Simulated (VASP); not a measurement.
A run of VASP 6.6.1 is set up as follows.

INCAR

```
SYSTEM = Pd
PREC = Accurate
ENCUT = 500
EDIFF = 1E-6
ISMEAR = -1
SIGMA = 0.1
LREAL = .False.
LASPH = .True.
NELM = 120
ALGO = Normal
ISIF = 2
LWAVE = .False.
LCHARG = .True.
GGA = PE
LELF = .True.
LVHAR = .True.
NBANDS = 17
GGA_COMPAT = .False.
```

Contents of KPOINTS:

```
regular mesh
0
Gamma
  14 14 13
  0 0 0
```

The input POSCAR:

```
Pd
1.0
   -2.8228790626      3.2156016543      1.2803663525
    3.2156016543     -2.8228790626      1.2803663525
    1.8299774889      1.8299774889     -0.5610942066
Pd
2
Direct
    0.0080809813      0.9919190187      0.0000000000
    0.7419190187      0.2580809813      0.5000000000
```

Potentials or basis: VASP PAW PBE potentials, release 64 (Pd).

Run with:

```console
$ cat potpaw_PBE.64/Pd/POTCAR > POTCAR
$ mpirun -np 1 vasp_std > vasp.out
```

(1) Estimate the pressure.

(2) Predict the largest force.

(3) Estimate the band gap on the k mesh.

## Answers

(1) 15.5 GPa.

(2) 0.117 eV/Å.

(3) zero (bands 10 and 11 overlap by 1.11 eV).

Caveat: the cell stands under pressure.
